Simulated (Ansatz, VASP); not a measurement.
**Au: VASP beside Ansatz**

INCAR

```
PREC = Accurate ; ENCUT = 520
EDIFF = 1E-7 ; ISMEAR = -1
SIGMA = 0.05 ; LREAL = F
LASPH = T ; NELM = 60
ALGO = Normal ; ISIF = 2
LWAVE = F ; LCHARG = F
GGA = PS ; NBANDS = 18
```

File KPOINTS:

```
Automatic mesh
0
Gamma
  8 8 5
```

Contents of POSCAR:

```
Au
1.0
    2.8154890579      0.0000000000      0.0000000000
   -0.0129553469      2.8201795887      0.0000000000
   -1.1378916452     -1.1854109603      4.8747738930
Au
2
Direct
    0.6728620000      0.6659620000      0.2740550000
    0.3271380000      0.3340380000      0.7259450000
```

input.yaml

```yaml
crystal:
  lattice:
    - [2.8154890579, 0.0, 0.0]
    - [-0.0129553469, 2.8201795887, 0.0]
    - [-1.1378916452, -1.1854109603, 4.874773893]
  atoms:
    - { symbol: Au, position: [0.672862, 0.665962, 0.274055] }
    - { symbol: Au, position: [0.327138, 0.334038, 0.725945] }
hamiltonian:
  xc: pbesol
  pseudopotentials: { kind: paw }
kpoints:
  mp_grid: { grid: [8, 8, 5] }
  band_path:
    path:
      - [[0.5, 0.0, 0.0], [0.0, 0.0, 0.0], [0.0, -0.5, 0.0]]
      - [[0.5, -0.5, 0.0], [0.0, 0.0, 0.0], [0.0, 0.5, -0.5]]
      - [[0.5, 0.5, -0.5], [0.0, 0.0, 0.0], [0.0, 0.0, -0.5]]
      - [[0.5, 0.0, -0.5], [0.0, 0.0, 0.0]]
    npoints: 14
scf:
  occupations: { method: fermi_dirac, width: 0.05 }
  n_extra_bands: 6
output:
  forces: true
  stress: true
  eigenvalues: true
  fatbands: false
```

Alike in both runs: functional PBEsol; k mesh 8 × 8 × 5; occupations fermi-dirac, width 0.05 eV; no spin polarisation.

|  | VASP | Ansatz |
| --- | --- | --- |
| version | VASP 6.6.1 | Ansatz 0.2.0 |
| potentials or method | VASP PAW PBE potentials, release 64 (Au) | Ansatz PAW |
| plane-wave cutoff (eV) | 520 | 420 |
| valence electrons in the cell | 22 | 38 |
| task | single point | band structure |

VASP gave:

* gap on the k mesh at the Fermi level (eV): none
* pressure (GPa): -7.3
* traceless stress, the component that is largest in VASP (GPa): 2.67
* rms of the force components (eV/Å): 0.110

Task: What did Ansatz give for the same quantities?

Result: gap on the k mesh at the Fermi level (eV): none; pressure (GPa): -7.1; traceless stress, the component that is largest in VASP (GPa): 2.69; rms of the force components (eV/Å): 0.109.

VASP's potentials were made for PBE, not for PBEsol. Atom by atom the forces differ by 0.002 eV/Å (rms over components). A gap of «none» marks a metal or a gap that the smearing closes. VASP's potentials hold 22 valence electrons a cell and Ansatz's 38, so a difference there can come from the potentials and not from the codes.

Neither program's run includes spin-orbit coupling.
